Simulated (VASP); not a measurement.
Write the native input for VASP 6.6.1 that does the following.

| Property | Result |
| --- | --- |
| Task | single point |
| Functional | LDA |
| Potentials or basis | VASP PAW LDA potentials, release 64 (Ru_pv) |
| Cutoff | 520 eV |
| k mesh | 11 × 11 × 11 |
| Occupations | fermi-dirac, width 0.1 eV |
| Spin | no spin polarisation |
| Dipole correction | no |
| Further INCAR settings | ALGO = Normal; EDIFF = 1e-06; NBANDS = 21 |

The structure of Ru lies in POSCAR:

```
Ru
1.0
    0.0000000000      2.6418910852      2.6418910852
    2.6418910852      0.0000000000      2.6418910852
    2.6418910852      2.6418910852      0.0000000000
Ru
2
Direct
    0.1250000000      0.1250000000      0.1250000000
    0.8750000000      0.8750000000      0.8750000000
```

This cell differs from its parent crystal: volume scaled by 0.96.

These files were run (other wordings do the same):

INCAR

```
  PREC = Accurate
  ENCUT = 520
  EDIFF = 1E-6
  ISMEAR = -1
  SIGMA = 0.1
  LREAL = F
  LASPH = T
  NELM = 60
  ALGO = Normal
  ISIF = 2
  LWAVE = F
  LCHARG = F
  NBANDS = 21
```

KPOINTS

```
Automatic mesh
0
Gamma
  11 11 11
```

Potentials or basis: VASP PAW LDA potentials, release 64 (Ru_pv).

Run with:

```sh
$ cat potpaw_LDA.64/Ru_pv/POTCAR > POTCAR
$ mpirun -np 1 vasp_std > vasp.out
```

It gave:

- Pressure: 9.7 GPa
- Band gap on the k mesh: zero (band 14 reaches 8.42 eV, above the bottom of band 15 at 7.50 eV)

Wall time 58 s on 1 thread of Intel Xeon 6975P-C (shared host), peak memory 0.16 GiB.
